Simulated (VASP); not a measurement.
Runs of VASP 6.6.1 on CdF2. The structure is that of space group I4/mmm (No. 139), or close to it. The cells are those of the table. 

```csv
cell,gap on the mesh (eV),pressure (GPa)
"a = 3.702, b = 3.702, c = 3.799 Å, angles 59.1, 59.1, 61.7°, 3 atoms",3.20,14.9
"a = 3.789, b = 3.789, c = 3.634 Å, angles 61.3, 61.3, 57.3°, 3 atoms",(a),(b)
"a = 3.863, b = 3.863, c = 3.705 Å, angles 61.3, 61.3, 57.3°, 3 atoms",2.92,6.6
"a = 3.761, b = 3.761, c = 3.908 Å, angles 58.7, 58.7, 62.6°, 3 atoms",2.87,6.6
"a = 3.689, b = 3.689, c = 3.833 Å, angles 58.7, 58.7, 62.6°, 3 atoms",3.09,14.9
```

Alike in all rows: task single point; level PBE; potentials or basis VASP PAW PBE potentials, release 64 (Cd, F); no spin polarisation; k mesh 8 × 8 × 8; cutoff (eV) 520; smearing gaussian 0.05 eV.

Fill in the values left out.

(a) 3.14; (b) 14.8.

Caveats: the cell stands under pressure.

A k mesh can miss the band edges, and the runs leave out spin-orbit coupling on Cd.
